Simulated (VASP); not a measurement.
Input of a VASP 6.6.1 run:

File INCAR:

```
PREC     = Accurate       # precision mode
ENCUT    = 400            # plane-wave cutoff, eV
EDIFF    = 1E-8           # SCF threshold, eV
ISMEAR   = -1             # smearing method
SIGMA    = 0.08           # smearing width, eV
LREAL    = F              # projectors in reciprocal space
LASPH    = T              # aspherical terms in the spheres
NELM     = 120            # most SCF steps
ALGO     = Normal         # electronic algorithm
ISIF     = 2              # what is computed and relaxed
LWAVE    = F              # write WAVECAR
LCHARG   = F              # write CHGCAR
GGA      = PS             # functional
LEFG     = T            
NBANDS   = 19             # bands
GGA_COMPAT= F
```

KPOINTS

```
Automatic mesh
0
Gamma
  13 13 7
```

File POSCAR:

```
Ti
1.0
    2.9499978604      0.0000000000      0.0000000000
   -1.4749989302      2.5547730882      0.0000000000
    0.0000000000      0.0000000000      4.8265800000
Ti
2
Direct
    0.3333333333      0.6666666667      0.2500000000
    0.6666666667      0.3333333333      0.7500000000
```

Potentials or basis: VASP PAW PBE potentials, release 64 (Ti_sv).

The run is started by

```sh
$ cat potpaw_PBE.64/Ti_sv/POTCAR > POTCAR
$ mpirun -np 1 vasp_std > vasp.out
```

Q: Predict the pressure.

A: -9.4 GPa.

Q: Estimate the band gap on the k mesh.

A: Zero (bands 12 and 13 overlap by 0.97 eV).

Electric field gradients, principal values (V/Å²):
| atom | least | middle | greatest (by size) |
| --- | --- | --- | --- |
| 1 Ti | -5.071 | -5.078 | 10.149 |
| 2 Ti | -5.071 | -5.078 | 10.149 |

Caveat: the cell differs from its parent crystal (zz strain of +3 %); the cell stands under tension; without QUAD_EFG the Cq values of the log hold for a quadrupole moment of 1 mb, not for the nuclei; the PAW data sets were made with another functional, which shifts forces and pressure a little.
